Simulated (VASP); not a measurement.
Runs of VASP 6.6.1 on TiN (Osbornite). The structure is that of space group Fm-3m (No. 225), or close to it. The cells are those of the table. 

| cell | gap on the mesh (eV) | pressure (GPa) |
| --- | --- | --- |
| a = 2.997 Å, angles 60.0°, 2 atoms | none | -6.5 |
| a = 2.936 Å, angles 60.0°, 2 atoms | none | (a) |
| a = 2.966 Å, angles 60.0°, 2 atoms | none | 2.4 |
| a = 3.055 Å, angles 60.0°, 2 atoms | none | -20.3 |
| a = 3.026 Å, angles 60.0°, 2 atoms | none | (b) |

Alike in all rows: task single point; level PBEsol; potentials or basis VASP PAW PBE potentials, release 64 (Ti_sv, N); no spin polarisation; k mesh 12 × 12 × 12; cutoff (eV) 520; smearing gaussian 0.1 eV.

Fill in the values left out.

(a) 12.7; (b) -14.0.

Caveats: the PAW data sets were made with another functional, which shifts forces and pressure a little.

A gap of «none» marks levels without a gap at the run's occupations.
